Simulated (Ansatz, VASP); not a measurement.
# Two plane-wave programs on NiO2

```
Ni O
1.0
     2.72399    0.00000    0.00000
    -1.36199    2.35904    0.00000
     0.00000    0.00000    4.32678
Ni O
1 2
Cartesian
  0.0000 0.0000 2.1634
  1.3620 0.7863 3.2122
  0.0000 1.5727 1.1146
```

Alike in both runs: task single point; functional LDA; k mesh 12 × 12 × 6; occupations gaussian, width 0.05 eV; no spin polarisation.

|  | VASP | Ansatz |
| --- | --- | --- |
| version | VASP 6.6.1 | Ansatz 0.2.0 |
| potentials or method | VASP PAW LDA potentials, release 64 (Ni, O), cutoff 520 eV | scalar-relativistic, plane waves, PAW |
| valence electrons in the cell | 22 | 30 |

Ansatz gave:

| Item | Value |
| --- | --- |
| gap on the k mesh at the Fermi level (eV) | 0.63 |
| least direct gap on the mesh (eV) | 0.71 |
| pressure (GPa) | -12.6 |
| traceless stress, the component that is largest in VASP (GPa) | -11.10 |
| rms of the force components (eV/Å) | 0.960 |

**Question.** Which values does VASP return?

**Answer.** gap on the k mesh at the Fermi level (eV): 0.60; least direct gap on the mesh (eV): 0.68; pressure (GPa): -11.7; traceless stress, the component that is largest in VASP (GPa): -11.21; rms of the force components (eV/Å): 0.909.

LDA's correlation is that of Perdew and Zunger in VASP and of Perdew and Wang (1992) in Ansatz. Atom by atom the forces differ by 0.051 eV/Å (rms over components). VASP's potentials hold 22 valence electrons a cell and Ansatz's 30, so a difference there can come from the potentials and not from the codes.
